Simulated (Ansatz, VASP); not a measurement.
# One calculation of Fe, two programs

INCAR

```
SYSTEM = Fe
  ALGO = Normal
  EDIFF = 1E-7
  ENCUT = 520
  GGA = PE
  ISIF = 2
  ISMEAR = -1
  ISPIN = 2
  LASPH = .True.
  LCHARG = .False.
  LMAXMIX = 4
  LORBIT = 11
  LREAL = .False.
  LWAVE = .False.
  MAGMOM = 2.5
  NBANDS = 14
  NELM = 150
  PREC = Accurate
  SIGMA = 0.06122561905347299
```

The input KPOINTS:

```
k-points
0
Gamma
  24 24 24
  0 0 0
```

POSCAR

```
Fe
1.0
   -1.4154995385      1.4154995385      1.4154995385
    1.4154995385     -1.4154995385      1.4154995385
    1.4154995385      1.4154995385     -1.4154995385
Fe
1
Direct
    0.0000000000      0.0000000000      0.0000000000
```

Input for Ansatz:

```yaml
crystal:
  atoms:
  - position: [0.0, 0.0, 0.0]
    spin: 2.5
    symbol: Fe
  lattice:
  - [-1.415499538527287, 1.415499538527287, 1.415499538527287]
  - [1.415499538527287, -1.415499538527287, 1.415499538527287]
  - [1.415499538527287, 1.415499538527287, -1.415499538527287]
hamiltonian:
  dispersion: none
  pseudopotentials:
    kind: all_electron
    lapw: {}
    relativity: scalar
  xc: pbe
kpoints:
  mp_grid:
    grid: [24, 24, 24]
    shift: [0, 0, 0]
magnetization: {spin_polarized: true}
output: {forces: true, stress: true}
scf:
  occupations: {method: fermi_dirac, width: 0.06122561905347299}
```

Alike in both runs: task single point; functional PBE; k mesh 24 × 24 × 24; occupations fermi-dirac, width 0.0612256 eV; collinear spin.

|  | VASP | Ansatz |
| --- | --- | --- |
| version | VASP 6.6.1 | Ansatz 0.2 development build |
| potentials or method | VASP PAW PBE potentials, release 64 (Fe), cutoff 520 eV | all-electron full-potential LAPW, scalar-relativistic |

|  | VASP | Ansatz | Ansatz less VASP |
| --- | --- | --- | --- |
| pressure (GPa) | 0.1 | -0.1 | -0.17 |
| net moment per atom (μB) | 2.19 | 2.16 | -0.028 |
| size of the moment on the site where the two differ most (μB) | 2.18 | 2.21 | +0.030 |

Site moments also hang on the region over which each program counts them. Ansatz ran all-electron here, and VASP with PAW potentials.
